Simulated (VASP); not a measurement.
Wanted: the native input for a VASP 6.6.1 run.

- Task: single point
- Functional: PBEsol
- Potentials or basis: VASP PAW PBE potentials, release 64 (Zr_sv, B)
- Cutoff: 520 eV
- k mesh: 14 × 14 × 14
- Occupations: gaussian, width 0.1 eV
- Spin: no spin polarisation
- Dipole correction: no
- Further INCAR settings: ALGO = Normal; EDIFF = 1e-06; NBANDS = 14

The structure of ZrB lies in POSCAR:

```
ZrB
1.0
    0.0000000000      2.4065442822      2.4065442822
    2.4065442822      0.0000000000      2.4065442822
    2.4065442822      2.4065442822      0.0000000000
Zr B
1 1
Direct
    0.0000000000      0.0000000000      0.0000000000
    0.5000000000      0.5000000000      0.5000000000
```

This cell differs from its parent crystal: volume scaled by 0.97.

These files were run (other wordings do the same):

INCAR

```
PREC = Accurate ; ENCUT = 520
EDIFF = 1E-6 ; ISMEAR = 0
SIGMA = 0.1 ; LREAL = F
LASPH = T ; NELM = 100
ALGO = Normal ; ISIF = 2
LWAVE = F ; LCHARG = T
GGA = PS ; LELF = T
LVHAR = T ; NBANDS = 14
```

KPOINTS

```
Automatic mesh
0
Gamma
  14 14 14
```

Potentials or basis: VASP PAW PBE potentials, release 64 (Zr_sv, B).

Launch:

```bash
$ cat potpaw_PBE.64/Zr_sv/POTCAR potpaw_PBE.64/B/POTCAR > POTCAR
$ mpirun -np 1 vasp_std > vasp.out
```

Results of the run:

- Pressure: 5.7 GPa

Caveat: the PAW data sets were made with another functional, which shifts forces and pressure a little.

It took 72 s on 1 thread of AMD EPYC 7R13, with other jobs on the host, peak memory 0.19 GiB.
